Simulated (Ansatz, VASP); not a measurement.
## MgF2 in VASP and in Ansatz

INCAR

```
SYSTEM = MgF2
PREC = Accurate
ENCUT = 600
EDIFF = 1E-6
ISMEAR = -1
SIGMA = 0.1
LREAL = .False.
LASPH = .True.
NELM = 120
ALGO = Normal
ISIF = 2
LWAVE = .False.
LCHARG = .True.
GGA = PE
LELF = .True.
LVHAR = .True.
NBANDS = 25
GGA_COMPAT = .False.
```

KPOINTS

```
Automatic mesh
0
Gamma
  7 7 10
  0 0 0
```

File POSCAR:

```
MgF2
1.0
    4.1843192357      0.0000000000      0.0000000000
    0.0000000000      4.1843192357      0.0000000000
    0.0000000000      0.0000000000      2.8067688331
Mg F
2 4
Direct
    0.0000000000      0.0000000000      0.0000000000
    0.5000000000      0.5000000000      0.5000000000
    0.3006103903      0.3006103903      0.0000000000
    0.6993896097      0.6993896097      0.0000000000
    0.8006103903      0.1993896097      0.5000000000
    0.1993896097      0.8006103903      0.5000000000
```

Input for Ansatz:

```yaml
crystal:
  lattice:
    - [4.1843192357, 0.0, 0.0]
    - [0.0, 4.1843192357, 0.0]
    - [0.0, 0.0, 2.8067688331]
  atoms:
    - { symbol: Mg, position: [0.0, 0.0, 0.0] }
    - { symbol: Mg, position: [0.5, 0.5, 0.5] }
    - { symbol: F, position: [0.3006103903, 0.3006103903, 0.0] }
    - { symbol: F, position: [0.6993896097, 0.6993896097, 0.0] }
    - { symbol: F, position: [0.8006103903, 0.1993896097, 0.5] }
    - { symbol: F, position: [0.1993896097, 0.8006103903, 0.5] }
kpoints:
  mp_grid: { grid: [7, 7, 10] }
scf:
  occupations: { method: fermi_dirac, width: 0.1 }
hamiltonian:
  xc: pbe
  pseudopotentials: { kind: paw }
output:
  forces: true
  stress: true
  eigenvalues: true
  populations: true
```

Change from the starting cell: volume scaled by 0.72, PAW files.

Alike in both runs: task single point; functional PBE; k mesh 7 × 7 × 10; occupations fermi-dirac, width 0.1 eV; no spin polarisation.

|  | VASP | Ansatz |
| --- | --- | --- |
| version | VASP 6.6.1 | Ansatz 0.2.0 |
| potentials or method | VASP PAW PBE potentials, release 64 (Mg, F) | PAW with Ansatz's default frozen-core files, scalar-relativistic |
| plane-wave cutoff (eV) | 600 | 420 |
| valence electrons in the cell | 32 | 48 |

Ansatz gave:

| Item | Value |
| --- | --- |
| gap on the k mesh at the Fermi level (eV) | 9.31 |
| pressure (GPa) | 61.7 |
| traceless stress, the component that is largest in VASP (GPa) | 0.17 |
| rms of the force components (eV/Å) | 0.000 |

Task: What did VASP give for the same quantities?

Result: gap on the k mesh at the Fermi level (eV): 9.28; pressure (GPa): 61.0; traceless stress, the component that is largest in VASP (GPa): 0.02; rms of the force components (eV/Å): 0.006.

Atom by atom the forces differ by 0.005 eV/Å (rms over components). Both programs put the cell under a high pressure, so it lies far from rest at this level. The functional is the same, so the differences come from potentials, cutoffs and numerics. VASP's potentials hold 32 valence electrons a cell and Ansatz's 48, so a difference there can come from the potentials and not from the codes.

Noted on VASP's run: the cell as given lies far from equilibrium.
